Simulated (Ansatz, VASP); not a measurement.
Lu: VASP beside Ansatz

```
Lu
1.0
     3.29154    0.00000    0.00000
     0.00000    3.29154    0.00000
     0.00000    0.00000    3.29154
Lu
1
Cartesian
  0.0000 0.0000 0.0000
```

Alike in both runs: task single point; functional BLYP; k mesh 11 × 11 × 11; occupations fermi-dirac, width 0.1 eV; no spin polarisation.

|  | VASP | Ansatz |
| --- | --- | --- |
| version | VASP 6.6.1 | Ansatz 0.2.0 |
| potentials or method | VASP PAW PBE potentials, release 64 (Lu), cutoff 520 eV | plane waves (420 eV) with PAW, scalar-relativistic |
| valence electrons in the cell | 25 | 25 |

```tsv
	VASP	Ansatz	Ansatz less VASP
pressure (GPa)	-1.0	-1.0	-0.03
```

VASP's potentials were made for PBE, not for BLYP.

Neither program's run includes spin-orbit coupling.
